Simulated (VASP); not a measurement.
# PbSe (Cmcm) in VASP: further runs

PbSe is run at these levels: r2SCAN; tasks: single point.

Everything below comes from runs of VASP 6.6.1. Logs are shortened: lines on timing, memory, paths and dates and some standing lists are left out, and cuts for length are marked.

**1. The cell of the first run**

Symmetry: Cmcm, No. 63, orthorhombic system. The conventional cell has a = 4.251 Å, b = 11.924 Å, c = 4.433 Å, α = 90.00°, β = 90.00°, γ = 90.00°. Pb (site symmetry m2m) has 7 Se at 2.81 to 3.80 Å and 2 Pb at 3.76 Å within 3.9 Å. Se (site symmetry m2m) has 7 Pb at 2.81 to 3.80 Å and 10 Se at 3.95 to 4.43 Å within 4.5 Å.

**2. Single point, r2SCAN (biaxial xy strain -0.6%)**

POSCAR

```
PbSe
1.0
    2.1253051020     -5.9619826758      0.0000000000
    2.1253051020      5.9619826758      0.0000000000
    0.0000000000      0.0000000000      4.4334889037
Pb Se
2 2
Direct
    0.6276045269      0.3723954731      0.7500000000
    0.3723954731      0.6276045269      0.2500000000
    0.8631483043      0.1368516957      0.7500000000
    0.1368516957      0.8631483043      0.2500000000
```

INCAR.step1

```
SYSTEM = PbSe
PREC = Accurate ; ENCUT = 520
ISMEAR = 0 ; SIGMA = 0.01
LREAL = .False. ; LASPH = .True.
NELM = 80 ; NBANDS = 28
GGA = PE ; ALGO = Normal
EDIFF = 1E-4 ; LWAVE = .True.
LCHARG = .False.
```

INCAR.step2

```
SYSTEM = PbSe
PREC = Accurate ; ENCUT = 520
EDIFF = 1E-6 ; ISMEAR = 0
SIGMA = 0.01 ; LREAL = .False.
LASPH = .True. ; NELM = 80
ALGO = Normal ; ISIF = 2
LWAVE = .False. ; LCHARG = .False.
METAGGA = R2SCAN ; LMIXTAU = .True.
NBANDS = 28 ; ISTART = 1
```

KPOINTS

```
Automatic mesh
0
Gamma
  6 6 6
  0 0 0
```

Potentials or basis: VASP PAW PBE potentials, release 64 (Pb_d, Se).

Started as:

```
cat potpaw_PBE.64/Pb_d/POTCAR potpaw_PBE.64/Se/POTCAR > POTCAR
cp INCAR.step1 INCAR
mpirun -np 1 vasp_std > vasp.out
cp INCAR.step2 INCAR
mpirun -np 1 vasp_std > vasp.out
```

OUTCAR:

```text
SYSTEM = PbSe
   PREC = Accurate
   ENCUT = 520
   EDIFF = 1E-6
   ISMEAR = 0
   LREAL = .False.
   LASPH = .True.
   NELM = 80
   ISIF = 2
   METAGGA = R2SCAN
   ISTART = 1

 ion  position               nearest neighbor table
   1  0.628  0.372  0.750-   3 2.81   4 3.07   4 3.07   4 3.07   4 3.07   2 3.76   2 3.76
   2  0.372  0.628  0.250-   4 2.81   3 3.07   3 3.07   3 3.07   3 3.07   1 3.76   1 3.76
   3  0.863  0.137  0.750-   1 2.81   2 3.07   2 3.07   2 3.07   2 3.07
   4  0.137  0.863  0.250-   2 2.81   1 3.07   1 3.07   1 3.07   1 3.07

  LATTYP: Found a base centered orthorhombic cell.
 ALAT       =     4.2506102040
 B/A-ratio  =     2.8052361377
 C/A-ratio  =     1.0430241050

  Lattice vectors:

 A1 = (   2.1253051020,  -5.9619826758,   0.0000000000)
 A2 = (   2.1253051020,   5.9619826758,   0.0000000000)
 A3 = (   0.0000000000,   0.0000000000,   4.4334889037)

Analysis of symmetry for initial positions (statically):
=====================================================================
 Subroutine PRICEL returns:
 Original cell was already a primitive cell.

 Routine SETGRP: Setting up the symmetry group for a
 base centered orthorhombic supercell.

 Subroutine GETGRP returns: Found  8 space group operations
 (whereof  4 operations were pure point group operations)
 out of a pool of  8 trial point group operations.

The static configuration has the point symmetry C_2h.
 The point group associated with its full space group is D_2h.

Analysis of symmetry for dynamics (positions and initial velocities):
=====================================================================
 Subroutine PRICEL returns:
 Original cell was already a primitive cell.

 Routine SETGRP: Setting up the symmetry group for a
 base centered orthorhombic supercell.

 Subroutine GETGRP returns: Found  8 space group operations
 (whereof  4 operations were pure point group operations)
 out of a pool of  8 trial point group operations.

The dynamic configuration has the point symmetry C_2h.
 The point group associated with its full space group is D_2h.

 Subroutine INISYM returns: Found  8 space group operations
 (whereof  4 operations are pure point group operations),
 and found     1 'primitive' translations

----------------------------------------------------------------------------------------

                                     Primitive cell

  volume of cell :     112.3538

  direct lattice vectors                    reciprocal lattice vectors
     2.125305102 -5.961982676  0.000000000     0.235260340 -0.083864719  0.000000000
     2.125305102  5.961982676  0.000000000     0.235260340  0.083864719  0.000000000
     0.000000000  0.000000000  4.433488904     0.000000000  0.000000000  0.225555995

  length of vectors
     6.329467529  6.329467529  4.433488904     0.249761323  0.249761323  0.225555995

  position of ions in fractional coordinates (direct lattice)
     0.627604527  0.372395473  0.750000000
     0.372395473  0.627604527  0.250000000
     0.863148304  0.136851696  0.750000000
     0.136851696  0.863148304  0.250000000

  ion indices of the primitive-cell ions
   primitive index   ion index
                 1           1
                 2           2
                 3           3
                 4           4

----------------------------------------------------------------------------------------

 KPOINTS: Automatic mesh

Automatic generation of k-mesh.
 Grid dimensions read from file:
 generate k-points for:    6    6    6

 Generating k-lattice:

  Cartesian coordinates                     Fractional coordinates (reciprocal lattice)
     0.039210057 -0.013977453  0.000000000     0.166666667  0.000000000  0.000000000
     0.039210057  0.013977453  0.000000000     0.000000000  0.166666667  0.000000000
     0.000000000  0.000000000  0.037592666     0.000000000  0.000000000  0.166666667

  Length of vectors
     0.041626887  0.041626887  0.037592666

  Shift w.r.t. Gamma in fractional coordinates (k-lattice)
     0.000000000  0.000000000  0.000000000

 Subroutine IBZKPT returns following result:
 ===========================================

 Found     52 irreducible k-points:

 Following reciprocal coordinates:
            Coordinates               Weight
  0.000000  0.000000  0.000000      1.000000
  0.166667 -0.000000  0.000000      4.000000
  0.333333  0.000000  0.000000      4.000000
  0.500000  0.000000  0.000000      2.000000
  0.166667  0.166667  0.000000      2.000000
  0.333333  0.166667  0.000000      4.000000
[... 16 lines left out ...]
  0.333333  0.333333  0.166667      4.000000
  0.500000  0.333333  0.166667      8.000000
 [... further k-points ...]
   k-points           NKPTS =     52   k-points in BZ     NKDIM =     52   number of bands    NBANDS=     28
   number of dos      NEDOS =    301   number of ions     NIONS =      4
   total plane-waves  NPLWV =  82944
   dimension x,y,z NGX =    48 NGY =   48 NGZ =   36
   dimension x,y,z NGXF=    96 NGYF=   96 NGZF=   72
   ions per type =               2   2
   NGX,Y,Z   is equivalent  to a cutoff of  12.61, 12.61, 13.50 a.u.
   NGXF,Y,Z  is equivalent  to a cutoff of  25.21, 25.21, 27.00 a.u.
 SYSTEM =  PbSe
   PREC   = accura    normal or accurate (medium, high low for compatibility)
   ISTART =      1    job   : 0-new  1-cont  2-samecut
   ICHARG =      0    charge: 1-file 2-atom 10-const
   ISPIN  =      1    spin polarized calculation?
   LNONCOLLINEAR =      F non collinear calculations
   LSORBIT =      F    spin-orbit coupling
   LASPH  =      T    aspherical Exc in radial PAW
   ENCUT  =  520.0 eV  38.22 Ry    6.18 a.u.  11.77 11.77  8.24*2*pi/ulx,y,z
   NELM   =     80;   NELMIN=  2; NELMDL=  0     # of ELM steps
   EDIFF  = 0.1E-05   stopping-criterion for ELM
   LREAL  =      F    real-space projection
   EDIFFG = 0.1E-04   stopping-criterion for IOM
   NSW    =      0    number of steps for IOM
   IBRION =     -1    ionic relax: 0-MD 1-quasi-New 2-CG
   NFREE  =      0    steps in history (QN), initial steepest desc. (CG)
   ISIF   =      2    stress and relaxation
   ISYM   =      2    0-nonsym 1-usesym 2-fastsym
   POTIM  = 0.5000    time-step for ionic-motion
   TEBEG  =    0.0;   TEEND  =   0.0 temperature during run
   PSTRESS=    0.0 pullay stress
   NELECT =      40.0000    total number of electrons
   NUPDOWN=      -1.0000    fix difference up-down
   EMIN   =  10.00;   EMAX   =-10.00  energy-range for DOS
   EFERMI =   0.00;   METHOD = LEGACY
   ISMEAR =     0;   SIGMA  =   0.01  broadening in eV -4-tet -1-fermi 0-gaus
   EFERMI_NEDOS =   21; number of points for ismear=-14 and -15
   IALGO  =     38    algorithm
   IMIX   =      4    mixing-type and parameters
     AMIX     =   0.40;   BMIX     =  1.00
     AMIX_MAG =   1.60;   BMIX_MAG =  1.00
  volume/ion in A,a.u.               =      28.09       189.55
  Fermi-wavevector in a.u.,A,eV,Ry     =   1.160288  2.192625 18.317076  1.346267
  Thomas-Fermi vector in A             =   2.296872
   LORBIT       =      0    0 simple, 1 ext, 2 COOP (PROOUT), +10 PAW based schemes
   METAGGA = R2SCAN    functional components
   LHFCALC =     F    Hartree Fock is set to
   AEXX    =    0.0000 exact exchange contribution
   IVDW    =     0    specifies the selected vdW correction
   LEPSILON=     F    determine dielectric tensor
   LRPA    =     F    only Hartree local field effects (RPA)
 non-spin polarized calculation
 Gauss-broadening in eV      SIGMA  =   0.01
  energy-cutoff  :      520.00
  volume of cell :      112.35
 maximum number of plane-waves:      3052
   NGX = 23   NGY = 23   NGZ = 17

 number of electron      39.9999998 magnetization

 Free energy of the ion-electron system (eV)
  ---------------------------------------------------
  ext. energy  EPLUGINS =         0.00000000
  ---------------------------------------------------
  free energy    TOTEN  =      -143.70041003 eV

  energy without entropy =     -143.70041003  energy(sigma->0) =     -143.70041003

 E-fermi :   4.6436     XC(G=0): -10.1814

 val. band max:        4.5402504787   @ k =   0.0000   0.0000   0.5000
 cond. band min:       5.9095892834   @ k =   0.5000   0.5000   0.0000
 fundamental gap:      1.3693388047
 Fermi energy:         4.6435724381

 k-point     1 :       0.0000    0.0000    0.0000
  band No.  band energies     occupation
      1     -12.5778      2.00000
      2     -12.4803      2.00000
      3     -12.4757      2.00000
      4     -12.4626      2.00000
      5     -12.4392      2.00000
      6     -12.4365      2.00000
[... 20 lines left out ...]
     27      10.5472      0.00000
     28      11.8905      0.00000

 k-point     2 :       0.1667   -0.0000    0.0000
  band No.  band energies     occupation
      1     -12.5615      2.00000
      2     -12.4742      2.00000
      3     -12.4736      2.00000
      4     -12.4517      2.00000
      5     -12.4485      2.00000
      6     -12.4400      2.00000
[... 20 lines left out ...]
     27      11.1063      0.00000
     28      12.1340      0.00000

 k-point     3 :       0.3333    0.0000    0.0000
  band No.  band energies     occupation
      1     -12.5243      2.00000
      2     -12.4747      2.00000
      3     -12.4674      2.00000
      4     -12.4658      2.00000
      5     -12.4433      2.00000
      6     -12.4379      2.00000
[... 20 lines left out ...]
     27      12.7328      0.00000
     28      12.9375      0.00000

 k-point     4 :       0.5000    0.0000    0.0000
  band No.  band energies     occupation
      1     -12.4939      2.00000
      2     -12.4799      2.00000
      3     -12.4761      2.00000
      4     -12.4757      2.00000
      5     -12.4420      2.00000
      6     -12.4402      2.00000
[... 20 lines left out ...]
     27      13.1972      0.00000
     28      13.8778      0.00000

 k-point     5 :       0.1667    0.1667    0.0000
  band No.  band energies     occupation
      1     -12.5278      2.00000
      2     -12.4793      2.00000
      3     -12.4646      2.00000
      4     -12.4583      2.00000
      5     -12.4497      2.00000
      6     -12.4349      2.00000
[... 20 lines left out ...]
     27      12.5371      0.00000
     28      12.7472      0.00000

 k-point     6 :       0.3333    0.1667    0.0000
  band No.  band energies     occupation
      1     -12.4941      2.00000
      2     -12.4833      2.00000
      3     -12.4794      2.00000
      4     -12.4653      2.00000
      5     -12.4456      2.00000
      6     -12.4409      2.00000
[... 463 lines left out ...]
      5     -12.4463      2.00000
      6     -12.4376      2.00000
[... 20 lines left out ...]
     27      11.9512      0.00000
     28      12.7265      0.00000

 k-point    22 :      -0.1667    0.1667    0.1667
  band No.  band energies     occupation
      1     -12.5593      2.00000
      2     -12.4814      2.00000
      3     -12.4704      2.00000
      4     -12.4530      2.00000
      5     -12.4492      2.00000
      6     -12.4409      2.00000
[... 20 lines left out ...]
     27      10.6239      0.00000
     28      12.3421      0.00000

 k-point    23 :       0.3333    0.3333    0.1667
  band No.  band energies     occupation
      1     -12.5238      2.00000
      2     -12.4943      2.00000
      3     -12.4723      2.00000
      4     -12.4542      2.00000
      5     -12.4443      2.00000
      6     -12.4381      2.00000
[... 20 lines left out ...]
     27      12.1226      0.00000
     28      12.6404      0.00000

 k-point    24 :       0.5000    0.3333    0.1667
  band No.  band energies     occupation
      1     -12.5431      2.00000
      2     -12.4717      2.00000
      3     -12.4663      2.00000
      4     -12.4546      2.00000
      5     -12.4448      2.00000
      6     -12.4391      2.00000
[... 20 lines left out ...]
     27      12.0308      0.00000
     28      12.4949      0.00000

 [... further k-points ...]

------------------------ aborting loop because EDIFF is reached ----------------------------------------

  FORCE on cell =-STRESS in cart. coord.  units (eV):
  Direction    XX          YY          ZZ          XY          YZ          ZX
  --------------------------------------------------------------------------------------
  -------------------------------------------------------------------------------------
  Total        1.0838563      1.0608639      0.9874022      0.0000000      0.0000000      0.0000000
  in kB       15.4559132     15.1280398     14.0804674      0.0000000      0.0000000      0.0000000
  external PRESSURE =      14.8881401 kB  Pullay stress =       0.0000000 kB

 VOLUME and BASIS-vectors are now :
 -----------------------------------------------------------------------------
  energy-cutoff  :      520.00
  volume of cell :      112.35
      direct lattice vectors                 reciprocal lattice vectors
     2.125305102 -5.961982676  0.000000000     0.235260340 -0.083864719  0.000000000
     2.125305102  5.961982676  0.000000000     0.235260340  0.083864719  0.000000000
     0.000000000  0.000000000  4.433488904     0.000000000  0.000000000  0.225555995

 POSITION                                       TOTAL-FORCE (eV/Angst)
 -----------------------------------------------------------------------------------
      2.12531     -1.52155      3.32512         0.000000     -0.007887      0.000000
      2.12531      1.52155      1.10837         0.000000      0.007887     -0.000000
      2.12531     -4.33017      3.32512         0.000000      0.001998      0.000000
      2.12531      4.33017      1.10837         0.000000     -0.001998     -0.000000
 -----------------------------------------------------------------------------------
    total drift:                                0.000000      0.000000      0.000000

  FREE ENERGIE OF THE ION-ELECTRON SYSTEM (eV)
  ---------------------------------------------------
  free  energy   TOTEN  =      -143.7004100307 eV

  energy  without entropy=     -143.7004100307  energy(sigma->0) =     -143.70041003
```

Wall time 18 min (1 thread of Intel Xeon 8259CL, shared host); peak memory 0.39 GiB.

What came out:

```yaml
Free_energy: -143.7004 eV
Pressure: 1.5 GPa
Largest_force: 0.008 eV/Å
Band_gap_on_the_k_mesh: 1.37 eV (least direct gap 1.53 eV)
```

Forces on the atoms (eV/Å):
```
Pb   0.000 -0.008  0.000
Pb   0.000  0.008  0.000
Se   0.000  0.002  0.000
Se   0.000 -0.002  0.000
```

Caveat: the cell differs from its parent crystal (biaxial xy strain -0.6%); the PAW data sets were made with another functional, which shifts forces and pressure a little; spin-orbit coupling is left out, which moves the levels of the heavy elements. A k mesh can miss the band edges.

(Continued in part 2 of 2.)
